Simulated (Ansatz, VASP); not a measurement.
## Sc in VASP and in Ansatz

Contents of INCAR:

```
SYSTEM = Sc
PREC = Accurate
ENCUT = 520
EDIFF = 1E-6
ISMEAR = 0
SIGMA = 0.15
LREAL = .FALSE.
LASPH = .TRUE.
NELM = 80
ALGO = Fast
ISIF = 2
LWAVE = .FALSE.
LCHARG = .FALSE.
GGA = PS
NBANDS = 12
```

The input KPOINTS:

```
Automatic mesh
0
G
  20 20 20
  0 0 0
```

Contents of POSCAR:

```
Sc
1.0
    0.0000000000      2.1994998896      2.4194498786
    2.1994998896      0.0000000000      2.4194498786
    2.1994998896      2.1994998896      0.0000000000
Sc
1
Direct
    0.0000000000      0.0000000000      0.0000000000
```

Input for Ansatz:

```yaml
crystal:
  lattice:
    - [0.0, 2.1994998896, 2.4194498786]
    - [2.1994998896, 0.0, 2.4194498786]
    - [2.1994998896, 2.1994998896, 0.0]
  atoms:
    - { symbol: Sc, position: [0.0, 0.0, 0.0] }
basis:
  ecutwfc: 420
kpoints:
  mp_grid: { grid: [20, 20, 20] }
hamiltonian:
  xc: pbesol
scf:
  occupations: { method: gaussian, width: 0.15 }
output:
  forces: true
  stress: true
  eigenvalues: true
```

Alike in both runs: task single point; functional PBEsol; k mesh 20 × 20 × 20; occupations gaussian, width 0.15 eV; no spin polarisation.

|  | VASP | Ansatz |
| --- | --- | --- |
| version | VASP 6.6.1 | Ansatz 0.2.0 |
| potentials or method | VASP PAW PBE potentials, release 64 (Sc_sv), cutoff 520 eV | scalar-relativistic, plane waves, PAW |
| valence electrons in the cell | 11 | 11 |

Ansatz gave:

- gap on the k mesh at the Fermi level (eV): none
- pressure (GPa): 0.4
- traceless stress, the component that is largest in VASP (GPa): -2.18

**Question.** Which values does VASP return?

**Answer.** gap on the k mesh at the Fermi level (eV): none; pressure (GPa): 0.4; traceless stress, the component that is largest in VASP (GPa): -2.19.

VASP's potentials were made for PBE, not for PBEsol. A gap of «none» marks a metal or a gap that the smearing closes.
